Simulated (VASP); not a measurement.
A run of VASP 6.6.1:

File INCAR:

```
SYSTEM = Ta
  ALGO = Fast
  DIPOL = 0.5 0.5 0.500
  EDIFF = 1E-6
  ENCUT = 520
  GGA = PE
  IDIPOL = 3
  ISIF = 2
  ISMEAR = 0
  LASPH = .TRUE.
  LCHARG = .FALSE.
  LDIPOL = .TRUE.
  LREAL = .FALSE.
  LWAVE = .FALSE.
  NBANDS = 54
  NELM = 100
  PREC = Accurate
  SIGMA = 0.1
```

Contents of KPOINTS:

```
k-points
0
G
  12 8 1
  0 0 0
```

Contents of POSCAR:

```
Ta
1.0
    2.8743851347      0.0000000000      0.0000000000
    0.0000000000      4.6938512695      0.0000000000
    0.0000000000      0.0000000000     24.4849870289
Ta
8
Direct
    0.3333333333      0.5000000000      0.3063101480
    0.6666666667      0.0000000000      0.3616501057
    0.0000000000      0.5000000000      0.4169900634
    0.3333333333      0.0000000000      0.4723300211
    0.6666666667      0.5000000000      0.5276699789
    0.0000000000      0.0000000000      0.5830099366
    0.3333333333      0.5000000000      0.6383498943
    0.6666666667      0.0000000000      0.6936898520
```

Potentials or basis: VASP PAW PBE potentials, release 64 (Ta_pv).

Command:

```bash
$ cat potpaw_PBE.64/Ta_pv/POTCAR > POTCAR
$ mpirun -np 1 vasp_std > vasp.out
```

Hardware: 1 thread of Intel(R) Xeon(R) 6975P-C (Granite Rapids) (shared host).

Problem. How long does it take, and how much memory?

Solution. Wall time 10 min on 1 thread of Intel(R) Xeon(R) 6975P-C (Granite Rapids), on a shared host, peak memory 0.65 GiB. Counts: scf iterations 27, k points 35.
